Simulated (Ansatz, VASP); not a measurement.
Hg in VASP and in Ansatz

```xyz
1
Lattice="2.9208 0.0000 0.0000 0.0000 2.9208 0.0000 0.0000 0.0000 2.9208" Properties=species:S:1:pos:R:3 pbc="T T T"
Hg    0.0000    0.0000    0.0000
```

Alike in both runs: task relaxation of cell and atoms; functional LDA; k mesh 11 × 11 × 11; occupations fermi-dirac, width 0.1 eV; no spin polarisation.

```csv
,VASP,Ansatz
version,VASP 6.6.1,Ansatz 0.2.0
potentials or method,"VASP PAW LDA potentials, release 64 (Hg), cutoff 600 eV","plane waves (420 eV) with PAW, scalar-relativistic"
valence electrons in the cell,12,20
```

VASP gave:

| Quantity | Value |
| --- | --- |
| relaxed volume (Å³/atom) | 24.60 |
| relaxed cell length with the largest relative difference (Å) | 2.908 |

**Question.** What did Ansatz give for the same quantities?

**Answer.** Relaxed volume (Å³/atom): 24.25; relaxed cell length with the largest relative difference (Å): 2.894.

Ansatz warns that its potentials were made for another functional, while VASP's fit it. LDA's correlation is that of Perdew and Zunger in VASP and of Perdew and Wang (1992) in Ansatz. VASP's potentials hold 12 valence electrons a cell and Ansatz's 20, so a difference there can come from the potentials and not from the codes.

Spin-orbit coupling is off throughout.
